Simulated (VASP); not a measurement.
# CsCaBO3 (P2_13) in VASP: electric field gradients with PBE

Aim: the electric field gradients of CsCaBO3 with PBE.

All numbers are computed with VASP 6.6.1; they aren't measurements. Logs are shortened: lines on timing, memory, paths and dates and some standing lists are left out, and cuts for length are marked.

## 1. The cell of the first run

The structure is cubic, space group P2_13 (No. 198). The conventional cell has a = 7.572 Å, b = 7.572 Å, c = 7.572 Å, α = 90.00°, β = 90.00°, γ = 90.00°. Within 4.2 Å of Cs (site symmetry 3) lie 9 O at 3.15 to 3.70 Å and 4 B at 3.46 to 3.90 Å and 7 Ca at 3.71 to 4.15 Å. Ca (site symmetry 3) has 6 O at 2.34 to 2.35 Å and 3 B at 2.70 Å within 3.1 Å. Within 1.9 Å of B (site symmetry 3) lie 3 O at 1.39 Å. Within 1.9 Å of O (site symmetry 1) lie 1 B at 1.39 Å.

## 2. Electric field gradients, PBE

Input file INCAR:

```
SYSTEM = CsCaBO3
PREC = Accurate
ENCUT = 520
EDIFF = 1E-8
ISMEAR = -1
SIGMA = 0.02
LREAL = Auto
LASPH = .TRUE.
NELM = 100
ALGO = Fast
ISIF = 2
LWAVE = .FALSE.
LCHARG = .FALSE.
GGA = PE
LEFG = .TRUE.
NBANDS = 98
```

Input file KPOINTS:

```
Automatic mesh
0
G
  3 3 3
  0 0 0
```

Input file POSCAR:

```
CsCaBO3
1.0
    7.5720000000      0.0000000000      0.0000000000
    0.0000000000      7.5720000000      0.0000000000
    0.0000000000      0.0000000000      7.5720000000
Cs Ca B O
4 4 4 12
Direct
    0.6399300000      0.3600700000      0.8600700000
    0.8600700000      0.6399300000      0.3600700000
    0.1399300000      0.1399300000      0.1399300000
    0.3600700000      0.8600700000      0.6399300000
    0.8568200000      0.8568200000      0.8568200000
    0.6431800000      0.1431800000      0.3568200000
    0.3568200000      0.6431800000      0.1431800000
    0.1431800000      0.3568200000      0.6431800000
    0.0960000000      0.5960000000      0.9040000000
    0.4040000000      0.4040000000      0.4040000000
    0.5960000000      0.9040000000      0.0960000000
    0.9040000000      0.0960000000      0.5960000000
    0.0869000000      0.7337000000      0.0242000000
    0.4131000000      0.2663000000      0.5242000000
    0.5869000000      0.7663000000      0.9758000000
    0.9131000000      0.2337000000      0.4758000000
    0.0242000000      0.0869000000      0.7337000000
    0.5242000000      0.4131000000      0.2663000000
    0.9758000000      0.5869000000      0.7663000000
    0.4758000000      0.9131000000      0.2337000000
    0.7337000000      0.0242000000      0.0869000000
    0.2663000000      0.5242000000      0.4131000000
    0.7663000000      0.9758000000      0.5869000000
    0.2337000000      0.4758000000      0.9131000000
```

Potentials or basis: VASP PAW PBE potentials, release 64 (Cs_sv, Ca_sv, B, O).

The run is started by

```
cat potpaw_PBE.64/Cs_sv/POTCAR potpaw_PBE.64/Ca_sv/POTCAR potpaw_PBE.64/B/POTCAR potpaw_PBE.64/O/POTCAR > POTCAR
mpirun -np 1 vasp_std > vasp.out
```

OUTCAR:

```text
SYSTEM = CsCaBO3
   PREC = Accurate
   ENCUT = 520
   EDIFF = 1E-8
   ISMEAR = -1
   LREAL = Auto
   LASPH = .TRUE.
   NELM = 100
   ISIF = 2
   GGA = PE

 ion  position               nearest neighbor table
   1  0.640  0.360  0.860-
   2  0.860  0.640  0.360-
   3  0.140  0.140  0.140-
   4  0.360  0.860  0.640-
   5  0.857  0.857  0.857-  15 2.34  19 2.34  23 2.34  13 2.35  21 2.35  17 2.35
   6  0.643  0.143  0.357-  16 2.34  18 2.34  21 2.34  20 2.35  14 2.35  23 2.35
   7  0.357  0.643  0.143-  13 2.34  20 2.34  22 2.34  15 2.35  18 2.35  24 2.35
   8  0.143  0.357  0.643-  14 2.34  17 2.34  24 2.34  19 2.35  22 2.35  16 2.35
   9  0.096  0.596  0.904-  19 1.39  13 1.39  24 1.39
  10  0.404  0.404  0.404-  18 1.39  14 1.39  22 1.39
  11  0.596  0.904  0.096-  20 1.39  15 1.39  21 1.39
  12  0.904  0.096  0.596-  17 1.39  16 1.39  23 1.39
  13  0.087  0.734  0.024-   9 1.39   7 2.34   5 2.35
  14  0.413  0.266  0.524-  10 1.39   8 2.34   6 2.35
[... 8 lines left out ...]
  23  0.766  0.976  0.587-  12 1.39   5 2.34   6 2.35
  24  0.234  0.476  0.913-   9 1.39   8 2.34   7 2.35

  LATTYP: Found a simple cubic cell.
 ALAT       =     7.5720000000

  Lattice vectors:

 A1 = (   7.5720000000,   0.0000000000,   0.0000000000)
 A2 = (   0.0000000000,   7.5720000000,   0.0000000000)
 A3 = (   0.0000000000,   0.0000000000,   7.5720000000)

Analysis of symmetry for initial positions (statically):
=====================================================================
 Subroutine PRICEL returns:
 Original cell was already a primitive cell.

 Routine SETGRP: Setting up the symmetry group for a
 simple cubic supercell.

 Subroutine GETGRP returns: Found 12 space group operations
 (whereof  3 operations were pure point group operations)
 out of a pool of 48 trial point group operations.

The static configuration has the point symmetry C_3 .
 The point group associated with its full space group is T   .

Analysis of symmetry for dynamics (positions and initial velocities):
=====================================================================
 Subroutine PRICEL returns:
 Original cell was already a primitive cell.

 Routine SETGRP: Setting up the symmetry group for a
 simple cubic supercell.

 Subroutine GETGRP returns: Found 12 space group operations
 (whereof  3 operations were pure point group operations)
 out of a pool of 48 trial point group operations.

The dynamic configuration has the point symmetry C_3 .
 The point group associated with its full space group is T   .

 Subroutine INISYM returns: Found 12 space group operations
 (whereof  3 operations are pure point group operations),
 and found     1 'primitive' translations

----------------------------------------------------------------------------------------

                                     Primitive cell

  volume of cell :     434.1420

  direct lattice vectors                    reciprocal lattice vectors
     7.572000000  0.000000000  0.000000000     0.132065504  0.000000000  0.000000000
     0.000000000  7.572000000  0.000000000     0.000000000  0.132065504  0.000000000
     0.000000000  0.000000000  7.572000000     0.000000000  0.000000000  0.132065504

  length of vectors
     7.572000000  7.572000000  7.572000000     0.132065504  0.132065504  0.132065504

  position of ions in fractional coordinates (direct lattice)
     0.639930000  0.360070000  0.860070000
     0.860070000  0.639930000  0.360070000
     0.139930000  0.139930000  0.139930000
     0.360070000  0.860070000  0.639930000
     0.856820000  0.856820000  0.856820000
     0.643180000  0.143180000  0.356820000
[... 16 lines left out ...]
     0.766300000  0.975800000  0.586900000
     0.233700000  0.475800000  0.913100000

  ion indices of the primitive-cell ions
   primitive index   ion index
                 1           1
                 2           2
                 3           3
                 4           4
                 5           5
                 6           6
[... 16 lines left out ...]
                23          23
                24          24

----------------------------------------------------------------------------------------
[... 32 lines left out ...]
   number of dos      NEDOS =    301   number of ions     NIONS =     24
   total plane-waves  NPLWV = 175616
   dimension x,y,z NGX =    56 NGY =   56 NGZ =   56
   dimension x,y,z NGXF=   112 NGYF=  112 NGZF=  112
   ions per type =               4   4   4  12
   NGX,Y,Z   is equivalent  to a cutoff of  12.29, 12.29, 12.29 a.u.
   NGXF,Y,Z  is equivalent  to a cutoff of  24.59, 24.59, 24.59 a.u.
 SYSTEM =  CsCaBO3
   PREC   = accura    normal or accurate (medium, high low for compatibility)
   ISTART =      0    job   : 0-new  1-cont  2-samecut
   ICHARG =      2    charge: 1-file 2-atom 10-const
   ISPIN  =      1    spin polarized calculation?
   LNONCOLLINEAR =      F non collinear calculations
   LSORBIT =      F    spin-orbit coupling
   LASPH  =      T    aspherical Exc in radial PAW
   ENCUT  =  520.0 eV  38.22 Ry    6.18 a.u.  14.08 14.08 14.08*2*pi/ulx,y,z
   NELM   =    100;   NELMIN=  2; NELMDL= -5     # of ELM steps
   EDIFF  = 0.1E-07   stopping-criterion for ELM
   LREAL  =      T    real-space projection
   EDIFFG = 0.1E-06   stopping-criterion for IOM
   NSW    =      0    number of steps for IOM
   IBRION =     -1    ionic relax: 0-MD 1-quasi-New 2-CG
   NFREE  =      0    steps in history (QN), initial steepest desc. (CG)
   ISIF   =      2    stress and relaxation
   ISYM   =      2    0-nonsym 1-usesym 2-fastsym
   POTIM  = 0.5000    time-step for ionic-motion
   TEBEG  =    0.0;   TEEND  =   0.0 temperature during run
   PSTRESS=    0.0 pullay stress
   NELECT =     160.0000    total number of electrons
   NUPDOWN=      -1.0000    fix difference up-down
   EMIN   =  10.00;   EMAX   =-10.00  energy-range for DOS
   EFERMI =   0.00;   METHOD = LEGACY
   ISMEAR =    -1;   SIGMA  =   0.02  broadening in eV -4-tet -1-fermi 0-gaus
   EFERMI_NEDOS =   21; number of points for ismear=-14 and -15
   IALGO  =     68    algorithm
   IMIX   =      4    mixing-type and parameters
     AMIX     =   0.40;   BMIX     =  1.00
     AMIX_MAG =   1.60;   BMIX_MAG =  1.00
  volume/ion in A,a.u.               =      18.09       122.07
  Fermi-wavevector in a.u.,A,eV,Ry     =   1.173737  2.218042 18.744190  1.377659
  Thomas-Fermi vector in A             =   2.310146
   LORBIT       =      0    0 simple, 1 ext, 2 COOP (PROOUT), +10 PAW based schemes
   GGA     = PE    functional components
   LHFCALC =     F    Hartree Fock is set to
   AEXX    =    0.0000 exact exchange contribution
   IVDW    =     0    specifies the selected vdW correction
   LEPSILON=     F    determine dielectric tensor
   LRPA    =     F    only Hartree local field effects (RPA)
 non-spin polarized calculation
 RMM-DIIS sequential band-by-band and
  energy-cutoff  :      520.00
  volume of cell :      434.14
 maximum number of plane-waves:     11753
   NGX = 29   NGY = 29   NGZ = 29

 number of electron     159.9999996 magnetization

 Free energy of the ion-electron system (eV)
  ---------------------------------------------------
  ext. energy  EPLUGINS =         0.00000000
  ---------------------------------------------------
  free energy    TOTEN  =      -159.24483829 eV

  energy without entropy =     -159.24483829  energy(sigma->0) =     -159.24483829

 E-fermi :   1.0318     XC(G=0):  -8.7624

 val. band max:        0.5208507080   @ k =   0.0000   0.0000   0.0000
 cond. band min:       4.5243098611   @ k =   0.0000   0.0000   0.0000
 fundamental gap:      4.0034591531
 Fermi energy:         1.0317652416

 k-point     1 :       0.0000    0.0000    0.0000
  band No.  band energies     occupation
      1     -36.7746      2.00000
      2     -36.7706      2.00000
      3     -36.7706      2.00000
      4     -36.7706      2.00000
      5     -19.4421      2.00000
      6     -19.3826      2.00000
[... 369 lines left out ...]
     91       7.1749      0.00000
     92       7.2030      0.00000
 [bands above 92 left out]

------------------------ aborting loop because EDIFF is reached ----------------------------------------

  FORCE on cell =-STRESS in cart. coord.  units (eV):
  Direction    XX          YY          ZZ          XY          YZ          ZX
  --------------------------------------------------------------------------------------
  -------------------------------------------------------------------------------------
  Total        6.7618306      6.7618306      6.7618306     -0.0000000     -0.0000000     -0.0000000
  in kB       24.9541657     24.9541657     24.9541657     -0.0000000     -0.0000000     -0.0000000
  external PRESSURE =      24.9541657 kB  Pullay stress =       0.0000000 kB

 VOLUME and BASIS-vectors are now :
 -----------------------------------------------------------------------------
  energy-cutoff  :      520.00
  volume of cell :      434.14
      direct lattice vectors                 reciprocal lattice vectors
     7.572000000  0.000000000  0.000000000     0.132065504  0.000000000  0.000000000
     0.000000000  7.572000000  0.000000000     0.000000000  0.132065504  0.000000000
     0.000000000  0.000000000  7.572000000     0.000000000  0.000000000  0.132065504

 POSITION                                       TOTAL-FORCE (eV/Angst)
 -----------------------------------------------------------------------------------
      4.84555      2.72645      6.51245         0.008292     -0.008292     -0.008292
      6.51245      4.84555      2.72645        -0.008292      0.008292     -0.008292
      1.05955      1.05955      1.05955         0.008292      0.008292      0.008292
      2.72645      6.51245      4.84555        -0.008292     -0.008292      0.008292
      6.48784      6.48784      6.48784        -0.012414     -0.012414     -0.012414
      4.87016      1.08416      2.70184         0.012414      0.012414     -0.012414
[... 16 lines left out ...]
      5.80242      7.38876      4.44401        -0.299215     -0.409546     -0.087470
      1.76958      3.60276      6.91399         0.299215     -0.409546      0.087470
 -----------------------------------------------------------------------------------
    total drift:                                0.000001      0.000001      0.000000

  FREE ENERGIE OF THE ION-ELECTRON SYSTEM (eV)
  ---------------------------------------------------
  free  energy   TOTEN  =      -159.2448382885 eV

  energy  without entropy=     -159.2448382885  energy(sigma->0) =     -159.24483829

 Electric field gradients (V/A^2)
---------------------------------------------------------------------
 ion       V_xx      V_yy      V_zz      V_xy      V_xz      V_yz
---------------------------------------------------------------------
   1       0.000     0.000    -0.000     6.136     6.136    -6.136
   2       0.000     0.000    -0.000     6.136    -6.136     6.136
   3       0.000     0.000    -0.000    -6.136    -6.136    -6.136
   4       0.000     0.000    -0.000    -6.136     6.136     6.136
   5       0.000    -0.000    -0.000    10.096    10.096    10.096
   6       0.000    -0.000    -0.000    10.096   -10.096   -10.096
[... 16 lines left out ...]
  23      22.921     9.691   -32.612    25.616   -18.814    24.309
  24      22.921     9.691   -32.612   -25.616   -18.814   -24.309
---------------------------------------------------------------------

 Electric field gradients after diagonalization (V/A^2)
 (convention: |V_zz| > |V_xx| > |V_yy|)
----------------------------------------------------------------------
 ion       V_xx      V_yy      V_zz     asymmetry (V_yy - V_xx)/ V_zz
----------------------------------------------------------------------
   1       6.136     6.136   -12.272       0.000
   2       6.136     6.136   -12.272       0.000
   3       6.136     6.136   -12.272       0.000
   4       6.136     6.136   -12.272       0.000
   5     -10.096   -10.096    20.191       0.000
   6     -10.096   -10.096    20.191       0.000
[... 16 lines left out ...]
  23      42.762    11.346   -54.108       0.581
  24      42.762    11.346   -54.108       0.581
----------------------------------------------------------------------

           NMR quadrupolar parameters

 Cq : quadrupolar parameter    Cq=e*Q*V_zz/h
 eta: asymmetry parameters     (V_yy - V_xx)/ V_zz
 Q  : nuclear electric quadrupole moment in mb (millibarn)
----------------------------------------------------------------------
 ion       Cq(MHz)       eta       Q (mb)
----------------------------------------------------------------------
   1      -0.030       0.000       1.000
   2      -0.030       0.000       1.000
   3      -0.030       0.000       1.000
   4      -0.030       0.000       1.000
   5       0.049       0.000       1.000
   6       0.049       0.000       1.000
[... 16 lines left out ...]
  23      -0.131       0.581       1.000
  24      -0.131       0.581       1.000
----------------------------------------------------------------------
```

Run time: 12 min. Hardware: 1 thread of Intel Xeon Platinum 8488C (Sapphire Rapids), shared host; peak memory 0.49 GiB.

Results:

* Free energy: -159.2448 eV
* Pressure: 2.5 GPa
* Largest force: 0.515 eV/Å
* Band gap on the k mesh: 4.00 eV
* Largest electric field gradient by atom: Cs -12.3; Ca +20.2; B +31.1; O -54.1 V/Å²

Forces in eV/Å, atoms in the order of the input:
```
Cs   0.008 -0.008 -0.008
Cs  -0.008  0.008 -0.008
Cs   0.008  0.008  0.008
Cs  -0.008 -0.008  0.008
Ca  -0.012 -0.012 -0.012
Ca   0.012  0.012 -0.012
Ca  -0.012  0.012  0.012
Ca   0.012 -0.012  0.012
B    0.131  0.131 -0.131
B   -0.131 -0.131 -0.131
B    0.131 -0.131  0.131
B   -0.131  0.131  0.131
O   -0.087  0.299  0.410
O    0.087 -0.299  0.410
O   -0.087 -0.299 -0.410
O    0.087  0.299 -0.410
O    0.410 -0.087  0.299
O    0.410  0.087 -0.299
O   -0.410 -0.087 -0.299
O   -0.410  0.087  0.299
O    0.299  0.410 -0.087
O   -0.299  0.410  0.087
O   -0.299 -0.410 -0.087
O    0.299 -0.410  0.087
```

Electric field gradients, principal values (V/Å²):
| atom | least | middle | greatest (by size) |
| --- | --- | --- | --- |
| 1 Cs | 6.136 | 6.136 | -12.272 |
| 2 Cs | 6.136 | 6.136 | -12.272 |
| 3 Cs | 6.136 | 6.136 | -12.272 |
| 4 Cs | 6.136 | 6.136 | -12.272 |
| 5 Ca | -10.096 | -10.096 | 20.191 |
| 6 Ca | -10.096 | -10.096 | 20.191 |
| 7 Ca | -10.096 | -10.096 | 20.191 |
| 8 Ca | -10.096 | -10.096 | 20.191 |
| 9 B | -15.573 | -15.573 | 31.146 |
| 10 B | -15.573 | -15.573 | 31.146 |
| 11 B | -15.573 | -15.573 | 31.146 |
| 12 B | -15.573 | -15.573 | 31.146 |
| 13 O | 11.346 | 42.762 | -54.108 |
| 14 O | 11.346 | 42.762 | -54.108 |
| 15 O | 11.346 | 42.762 | -54.108 |
| 16 O | 11.346 | 42.762 | -54.108 |
| 17 O | 11.346 | 42.762 | -54.108 |
| 18 O | 11.346 | 42.762 | -54.108 |
| 19 O | 11.346 | 42.762 | -54.108 |
| 20 O | 11.346 | 42.762 | -54.108 |
| 21 O | 11.346 | 42.762 | -54.108 |
| 22 O | 11.346 | 42.762 | -54.108 |
| 23 O | 11.346 | 42.762 | -54.108 |
| 24 O | 11.346 | 42.762 | -54.108 |

Caveat: without QUAD_EFG the Cq values of the log hold for a quadrupole moment of 1 mb, not for the nuclei; spin-orbit coupling is left out, which moves the levels of the heavy elements.
